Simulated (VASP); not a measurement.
# NiO (Fm-3m) in VASP: a series of runs

The runs below take NiO through relaxation of cell and atoms, with PBEsol.

All numbers are computed with VASP 6.6.1; they aren't measurements. Logs are shortened: lines on timing, memory, paths and dates and some standing lists are left out, and cuts for length are marked.

**1. The cell of the first run**

It takes space group Fm-3m (No. 225, cubic). The conventional cell has a = 3.998 Å, b = 3.998 Å, c = 3.998 Å, α = 90.00°, β = 90.00°, γ = 90.00°. Ni (site symmetry m-3m) has 6 O at 2.00 Å within 2.6 Å. O (site symmetry m-3m) has 6 Ni at 2.00 Å within 2.6 Å.

**2. Relaxation of cell and atoms, PBEsol, collinear spin, ferromagnetic start, target pressure 20 GPa, at which the enthalpy is minimised**

The input, INCAR:

```
PREC = Accurate
ENCUT = 600
EDIFF = 1E-6
ISMEAR = 0
SIGMA = 0.1
LREAL = F
LASPH = T
NELM = 150
ALGO = Normal
ISIF = 3
LWAVE = F
LCHARG = F
ISPIN = 2
MAGMOM = 0.7 0.12
LORBIT = 11
LMAXMIX = 4
GGA = PS
IBRION = 2
NSW = 70
EDIFFG = -0.008
PSTRESS = 200.0
```

The input, KPOINTS:

```
regular mesh
0
Gamma
  18 18 18
```

The input, POSCAR:

```
NiO
1.0
    0.0000000000      1.9991377854      1.9991377854
    1.9991377854      0.0000000000      1.9991377854
    1.9991377854      1.9991377854      0.0000000000
Ni O
1 1
Direct
    0.0000000000      0.0000000000      0.0000000000
    0.5000000000      0.5000000000      0.5000000000
```

Potentials or basis: VASP PAW PBE potentials, release 64 (Ni, O).

The run is started by

```
$ cat potpaw_PBE.64/Ni/POTCAR potpaw_PBE.64/O/POTCAR > POTCAR
$ mpirun -np 1 vasp_std > vasp.out
```

OUTCAR:

```text
PREC = Accurate
   ENCUT = 600
   EDIFF = 1E-6
   ISMEAR = 0
   LREAL = F
   LASPH = T
   NELM = 150
   ISIF = 3
   ISPIN = 2
   LORBIT = 11
   GGA = PS
   IBRION = 2
   NSW = 70
   EDIFFG = -0.008
   PSTRESS = 200.0

 ion  position               nearest neighbor table
   1  0.000  0.000  0.000-   2 2.00   2 2.00   2 2.00   2 2.00   2 2.00   2 2.00
   2  0.500  0.500  0.500-   1 2.00   1 2.00   1 2.00   1 2.00   1 2.00   1 2.00

  LATTYP: Found a face centered cubic cell.
 ALAT       =     3.9982755708

  Lattice vectors:

 A1 = (   0.0000000000,   1.9991377854,   1.9991377854)
 A2 = (   1.9991377854,   0.0000000000,   1.9991377854)
 A3 = (   1.9991377854,   1.9991377854,   0.0000000000)

Analysis of symmetry for initial positions (statically):
=====================================================================
 Subroutine PRICEL returns:
 Original cell was already a primitive cell.

 Routine SETGRP: Setting up the symmetry group for a
 face centered cubic supercell.

 Subroutine GETGRP returns: Found 48 space group operations
 (whereof 48 operations were pure point group operations)
 out of a pool of 48 trial point group operations.

The static configuration has the point symmetry O_h .

Analysis of symmetry for dynamics (positions and initial velocities):
=====================================================================
 Subroutine PRICEL returns:
 Original cell was already a primitive cell.

 Routine SETGRP: Setting up the symmetry group for a
 face centered cubic supercell.

 Subroutine GETGRP returns: Found 48 space group operations
 (whereof 48 operations were pure point group operations)
 out of a pool of 48 trial point group operations.

The dynamic configuration has the point symmetry O_h .

Analysis of structural, dynamic, and magnetic symmetry:
=====================================================================
 Subroutine PRICEL returns:
 Original cell was already a primitive cell.

 Routine SETGRP: Setting up the symmetry group for a
 face centered cubic supercell.

 Subroutine GETGRP returns: Found 48 space group operations
 (whereof 48 operations were pure point group operations)
 out of a pool of 48 trial point group operations.

The overall configuration has the point symmetry O_h .

 Subroutine INISYM returns: Found 48 space group operations
 (whereof 48 operations are pure point group operations),
 and found     1 'primitive' translations

----------------------------------------------------------------------------------------

                                     Primitive cell

  volume of cell :      15.9793

  direct lattice vectors                    reciprocal lattice vectors
     0.000000000  1.999137785  1.999137785    -0.250107823  0.250107823  0.250107823
     1.999137785  0.000000000  1.999137785     0.250107823 -0.250107823  0.250107823
     1.999137785  1.999137785  0.000000000     0.250107823  0.250107823 -0.250107823

  length of vectors
     2.827207769  2.827207769  2.827207769     0.433199457  0.433199457  0.433199457

  position of ions in fractional coordinates (direct lattice)
     0.000000000  0.000000000  0.000000000
     0.500000000  0.500000000  0.500000000

  ion indices of the primitive-cell ions
   primitive index   ion index
                 1           1
                 2           2

----------------------------------------------------------------------------------------

 KPOINTS: regular mesh

Automatic generation of k-mesh.
 Grid dimensions read from file:
 generate k-points for:   18   18   18

 Generating k-lattice:

  Cartesian coordinates                     Fractional coordinates (reciprocal lattice)
    -0.013894879  0.013894879  0.013894879     0.055555556  0.000000000  0.000000000
     0.013894879 -0.013894879  0.013894879     0.000000000  0.055555556  0.000000000
     0.013894879  0.013894879 -0.013894879     0.000000000  0.000000000  0.055555556

  Length of vectors
     0.024066637  0.024066637  0.024066637

  Shift w.r.t. Gamma in fractional coordinates (k-lattice)
     0.000000000  0.000000000  0.000000000

 Subroutine IBZKPT returns following result:
 ===========================================

 Found    195 irreducible k-points:

 Following reciprocal coordinates:
            Coordinates               Weight
  0.000000  0.000000  0.000000      1.000000
  0.055556  0.000000  0.000000      8.000000
  0.111111  0.000000  0.000000      8.000000
  0.166667  0.000000  0.000000      8.000000
  0.222222  0.000000  0.000000      8.000000
  0.277778  0.000000  0.000000      8.000000
[... 16 lines left out ...]
 -0.277778  0.055556  0.000000     24.000000
 -0.222222  0.055556  0.000000     24.000000
 [... further k-points ...]
   k-points           NKPTS =    195   k-points in BZ     NKDIM =    195   number of bands    NBANDS=     12
   number of dos      NEDOS =    301   number of ions     NIONS =      2
   total plane-waves  NPLWV =  13824
   dimension x,y,z NGX =    24 NGY =   24 NGZ =   24
   dimension x,y,z NGXF=    48 NGYF=   48 NGZF=   48
   ions per type =               1   1
   NGX,Y,Z   is equivalent  to a cutoff of  14.11, 14.11, 14.11 a.u.
   NGXF,Y,Z  is equivalent  to a cutoff of  28.23, 28.23, 28.23 a.u.
 SYSTEM =  unknown system
   PREC   = accura    normal or accurate (medium, high low for compatibility)
   ISTART =      0    job   : 0-new  1-cont  2-samecut
   ICHARG =      2    charge: 1-file 2-atom 10-const
   ISPIN  =      2    spin polarized calculation?
   LNONCOLLINEAR =      F non collinear calculations
   LSORBIT =      F    spin-orbit coupling
   LASPH  =      T    aspherical Exc in radial PAW
   ENCUT  =  600.0 eV  44.10 Ry    6.64 a.u.   5.65  5.65  5.65*2*pi/ulx,y,z
   NELM   =    150;   NELMIN=  2; NELMDL= -5     # of ELM steps
   EDIFF  = 0.1E-05   stopping-criterion for ELM
   LREAL  =      F    real-space projection
   EDIFFG = -.8E-02   stopping-criterion for IOM
   NSW    =     70    number of steps for IOM
   IBRION =      2    ionic relax: 0-MD 1-quasi-New 2-CG
   NFREE  =      1    steps in history (QN), initial steepest desc. (CG)
   ISIF   =      3    stress and relaxation
   ISYM   =      2    0-nonsym 1-usesym 2-fastsym
   POTIM  = 0.5000    time-step for ionic-motion
   TEBEG  =    0.0;   TEEND  =   0.0 temperature during run
   PSTRESS=  200.0 pullay stress
   NELECT =      16.0000    total number of electrons
   NUPDOWN=      -1.0000    fix difference up-down
   EMIN   =  10.00;   EMAX   =-10.00  energy-range for DOS
   EFERMI =   0.00;   METHOD = LEGACY
   ISMEAR =     0;   SIGMA  =   0.10  broadening in eV -4-tet -1-fermi 0-gaus
   EFERMI_NEDOS =   21; number of points for ismear=-14 and -15
   IALGO  =     38    algorithm
   IMIX   =      4    mixing-type and parameters
     AMIX     =   0.40;   BMIX     =  1.00
     AMIX_MAG =   1.60;   BMIX_MAG =  1.00
  volume/ion in A,a.u.               =       7.99        53.92
  Fermi-wavevector in a.u.,A,eV,Ry     =   1.637805  3.095002 36.496323  2.682404
  Thomas-Fermi vector in A             =   2.728883
   LORBIT       =     11    0 simple, 1 ext, 2 COOP (PROOUT), +10 PAW based schemes
   GGA     = PS    functional components
   LHFCALC =     F    Hartree Fock is set to
   AEXX    =    0.0000 exact exchange contribution
   IVDW    =     0    specifies the selected vdW correction
   LEPSILON=     F    determine dielectric tensor
   LRPA    =     F    only Hartree local field effects (RPA)
 conjugate gradient relaxation of ions
 spin polarized calculation
 Gauss-broadening in eV      SIGMA  =   0.10
  energy-cutoff  :      600.00
  volume of cell :       15.98
 maximum number of plane-waves:       544
   NGX = 11   NGY = 11   NGZ = 11

--------------------------------------- Ionic step        1  -------------------------------------------

 number of electron      16.0000007 magnetization       0.6740712

 Free energy of the ion-electron system (eV)
  ---------------------------------------------------
  ext. energy  EPLUGINS =         0.00000000
  ---------------------------------------------------
  free energy    TOTEN  =       -12.32061423 eV

  energy without entropy =      -12.31253294  energy(sigma->0) =      -12.31657359

------------------------ aborting loop because EDIFF is reached ----------------------------------------

  FORCE on cell =-STRESS in cart. coord.  units (eV):
  Direction    XX          YY          ZZ          XY          YZ          ZX
  --------------------------------------------------------------------------------------
  -------------------------------------------------------------------------------------
  Total        2.0512671      2.0512671      2.0512671     -0.0000000      0.0000000     -0.0000000
  in kB      205.6717349    205.6717349    205.6717349     -0.0000000      0.0000000     -0.0000000
  external PRESSURE =       5.6717349 kB  Pullay stress =     200.0000000 kB

 VOLUME and BASIS-vectors are now :
 -----------------------------------------------------------------------------
  energy-cutoff  :      600.00
  volume of cell :       15.98
      direct lattice vectors                 reciprocal lattice vectors
     0.000000000  1.999137785  1.999137785    -0.250107823  0.250107823  0.250107823
     1.999137785  0.000000000  1.999137785     0.250107823 -0.250107823  0.250107823
     1.999137785  1.999137785  0.000000000     0.250107823  0.250107823 -0.250107823
[... 84 lines left out ...]
  FREE ENERGIE OF THE ION-ELECTRON SYSTEM (eV)
  ---------------------------------------------------
  free  energy   TOTEN  =       -12.3269252993 eV

  energy  without entropy=      -12.3177262133  energy(sigma->0) =      -12.32232576

  enthalpy is  TOTEN    =       -10.3262820556 eV   P V=        2.0006432437

--------------------------------------- Ionic step        4  -------------------------------------------

 number of electron      16.0000007 magnetization       0.5889955

 Free energy of the ion-electron system (eV)
  ---------------------------------------------------
  ext. energy  EPLUGINS =         0.00000000
  ---------------------------------------------------
  free energy    TOTEN  =       -12.32432556 eV

  energy without entropy =      -12.31525416  energy(sigma->0) =      -12.31978986

 E-fermi :   9.7883     XC(G=0): -13.7203

 val. band max:        9.7809924856   @ k =  -0.2778   0.2778   0.1111
 cond. band min:       9.7927417222   @ k =  -0.3889   0.1667   0.0000
 fundamental gap:      0.0117492366
 Fermi energy:         9.7882787058

 spin component 1

 k-point     1 :       0.0000    0.0000    0.0000
  band No.  band energies     occupation
      1     -11.9978      1.00000
      2       6.0405      1.00000
      3       6.0405      1.00000
      4       6.0405      1.00000
      5       7.2760      1.00000
      6       7.2760      1.00000
      7       7.2760      1.00000
      8       7.3977      1.00000
      9       7.3978      1.00000
     10      12.0304      0.00000
     11      27.7291      0.00000
     12      29.6524      0.00000

 k-point     2 :       0.0556    0.0000    0.0000
  band No.  band energies     occupation
      1     -11.9534      1.00000
      2       5.6975      1.00000
      3       5.7849      1.00000
      4       5.7850      1.00000
      5       7.3149      1.00000
      6       7.3149      1.00000
      7       7.4014      1.00000
      8       7.6611      1.00000
      9       7.6611      1.00000
     10      12.2528      0.00000
     11      27.0140      0.00000
     12      29.5751      0.00000
[... 316 lines left out ...]
 k-point    24 :      -0.2222    0.0556    0.0000
  band No.  band energies     occupation
      1     -11.2193      1.00000
      2       2.6831      1.00000
      3       4.0468      1.00000
      4       4.2911      1.00000
      5       7.6863      1.00000
      6       7.7762      1.00000
      7       8.1219      1.00000
      8       9.1801      1.00000
      9       9.8511      0.18699
     10      14.7323      0.00000
     11      22.7539      0.00000
     12      26.5421      0.00000

 [... further k-points ...]

 spin component 2

 k-point     1 :       0.0000    0.0000    0.0000
  band No.  band energies     occupation
      1     -11.8671      1.00000
      2       6.1962      1.00000
      3       6.1962      1.00000
      4       6.1962      1.00000
      5       7.5838      1.00000
      6       7.5838      1.00000
      7       7.5838      1.00000
      8       8.1885      1.00000
      9       8.1885      1.00000
     10      12.1527      0.00000
     11      27.7271      0.00000
     12      29.7535      0.00000

 k-point     2 :       0.0556    0.0000    0.0000
  band No.  band energies     occupation
      1     -11.8224      1.00000
      2       5.8586      1.00000
      3       5.9955      1.00000
      4       5.9955      1.00000
      5       7.6359      1.00000
      6       7.6359      1.00000
      7       7.7011      1.00000
      8       8.3855      1.00000
      9       8.3855      1.00000
     10      12.3769      0.00000
     11      27.0465      0.00000
     12      29.6771      0.00000
[... 352 lines left out ...]
 POSITION                                       TOTAL-FORCE (eV/Angst)
 -----------------------------------------------------------------------------------
      0.00000      0.00000      0.00000        -0.000000     -0.000000     -0.000000
      2.00025      2.00025      2.00025         0.000000      0.000000      0.000000
 -----------------------------------------------------------------------------------
    total drift:                                0.000000     -0.000000     -0.000000

  FREE ENERGIE OF THE ION-ELECTRON SYSTEM (eV)
  ---------------------------------------------------
  free  energy   TOTEN  =       -12.3243255558 eV

  energy  without entropy=      -12.3152541601  energy(sigma->0) =      -12.31978986

  enthalpy is  TOTEN    =       -10.3262805134 eV   P V=        1.9980450424

 reached required accuracy - stopping structural energy minimisation

 total charge

# of ion       s       p       d       tot
------------------------------------------
    1        0.381   0.511   8.437   9.329
    2        1.563   3.423   0.000   4.986
--------------------------------------------------
tot          1.943   3.934   8.437  14.315

 magnetization (x)

# of ion       s       p       d       tot
------------------------------------------
    1        0.007   0.008   0.480   0.495
    2        0.013   0.062   0.000   0.076
--------------------------------------------------
tot          0.020   0.070   0.480   0.571
```

It took 4.8 min on 1 thread of Intel Xeon 6975P-C (Granite Rapids), shared host; peak memory 0.24 GiB.

Results:

```yaml
Free_energy: -12.3243 eV
Relaxed_volume: 8.00 Å³/atom
Relaxed_cell: a = 2.829 Å, b = 2.829 Å, c = 2.829 Å, α = 60.00°, β = 60.00°, γ = 60.00°
Space_group_after_relaxing_to_0.05_Å: Fm-3m (No. 225)
Energy_change_on_relaxing_the_enthalpy_is_what_falls: -1.9 meV/atom
Ionic_steps: 4
Pressure_after_relaxing: 20.0 GPa
Net_moment: 0.59 μB per cell
Site_moments: Ni +0.49; O +0.08 μB
Valence_electrons_inside_the_program's_atomic_spheres: Ni 9.33; O 4.99
```

Step by step:
| step | energy change (eV) | largest force (eV/Å) | pressure (GPa) | volume (Å³) |
| --- | --- | --- | --- | --- |
| 1 | 0.0000 | 0.0000 | 20.57 | 15.98 |
| 2 | -0.0083 | 0.0000 | 19.24 | 16.04 |
| 3 | -0.0063 | 0.0000 | 19.56 | 16.03 |
| 4 | -0.0037 | 0.0000 | 19.97 | 16.01 |

Final structure:
```
CELL_PARAMETERS angstrom
0.00000 2.00025 2.00025
2.00025 0.00000 2.00025
2.00025 2.00025 0.00000
ATOMIC_POSITIONS crystal
Ni 0.00000 0.00000 0.00000
O 0.50000 0.50000 0.50000
```

Caveat: the cell is relaxed towards a set pressure, so the enthalpy falls and the energy may rise; the PAW data sets were made with another functional, which shifts forces and pressure a little; a cell with one magnetic atom can't hold antiferromagnetic order, which such compounds often take; semilocal functionals often make such compounds metallic where correlation or magnetic order opens a gap, which also shifts bond lengths. With open d or f shells a metallic result of PBEsol can be an artefact of self-interaction; +U or a hybrid may open a gap.

**3. Relaxation of cell and atoms, PBEsol, collinear spin, ferromagnetic start, target pressure 2 GPa, at which the enthalpy is minimised**

This run uses another cell than the first one, of 8.55 Å³/atom, 1.070 times its volume.

The input, INCAR:

```
ALGO = Normal ; EDIFF = 1E-7
EDIFFG = -0.008 ; ENCUT = 600
GGA = PS ; IBRION = 2
ISIF = 3 ; ISMEAR = 0
ISPIN = 2 ; LASPH = True
LCHARG = False ; LMAXMIX = 4
LORBIT = 11 ; LREAL = False
LWAVE = False ; MAGMOM = 1.14 0.2
NELM = 150 ; NSW = 70
PREC = Accurate ; PSTRESS = 20.0
SIGMA = 0.1
```

The input, KPOINTS:

```
k-points
0
Gamma
  18 18 18
```

The input, POSCAR:

```
NiO
1.0
    0.0000000000      2.0449239991      2.0449239991
    2.0449239991      0.0000000000      2.0449239991
    2.0449239991      2.0449239991      0.0000000000
Ni O
1 1
Direct
    0.0000000000      0.0000000000      0.0000000000
    0.5000000000      0.5000000000      0.5000000000
```

Potentials or basis: VASP PAW PBE potentials, release 64 (Ni, O).

The run is started by

```
$ cat potpaw_PBE.64/Ni/POTCAR potpaw_PBE.64/O/POTCAR > POTCAR
$ mpirun -np 1 vasp_std > vasp.out
```

Wall time 54 s (1 thread of Intel Xeon Platinum 8488C (Sapphire Rapids), shared host); peak memory 0.22 GiB.

It converged, with:

* Free energy: -12.3989 eV
* Pressure after relaxing: 2.0 GPa
* Net moment: 0.82 μB per cell
* Site moments: Ni +0.69; O +0.10 μB
* Valence electrons inside the program's atomic spheres: Ni 9.17; O 4.95

Final structure:
```yaml
crystal:
  lattice:
    - [0.00000, 2.04492, 2.04492]
    - [2.04492, 0.00000, 2.04492]
    - [2.04492, 2.04492, 0.00000]
  atoms:
    - { symbol: Ni, position: [0.00000, 0.00000, 0.00000] }
    - { symbol: O, position: [0.50000, 0.50000, 0.50000] }
```

Levels at points of the mesh, in eV from the Fermi level:
Spin up:
```csv
k point,band 7,band 8,band 9,band 10,band 11,band 12
"(0.00, 0.00, 0.00)",-2.35,-2.35,-2.35,1.84,17.80,19.35
"(0.50, 0.00, 0.00)",-0.99,0.93,0.93,5.58,10.50,14.35
"(0.50, 0.50, 0.00)",-1.28,-1.13,-1.13,6.57,10.80,12.47
```
Spin down:
```csv
k point,band 4,band 5,band 6,band 7,band 8,band 9,band 10,band 11,band 12,band 13
"(0.00, 0.00, 0.00)",-3.21,-1.92,-1.92,-1.92,-1.27,-1.27,2.00,17.79,19.48,19.48
"(0.50, 0.00, 0.00)",-5.69,-0.94,-0.94,-0.54,1.81,1.81,5.67,10.73,14.49,14.49
"(0.50, 0.50, 0.00)",-4.62,-3.07,-0.81,-0.65,-0.65,-0.14,6.79,10.96,12.64,17.42
```

Caveat: the relaxation stopped at its first step, so nothing moved; the cell is relaxed towards a set pressure, so the enthalpy falls and the energy may rise; the PAW data sets were made with another functional, which shifts forces and pressure a little; a cell with one magnetic atom can't hold antiferromagnetic order, which such compounds often take; semilocal functionals often make such compounds metallic where correlation or magnetic order opens a gap, which also shifts bond lengths. With open d or f shells a metallic result of PBEsol can be an artefact of self-interaction; +U or a hybrid may open a gap.
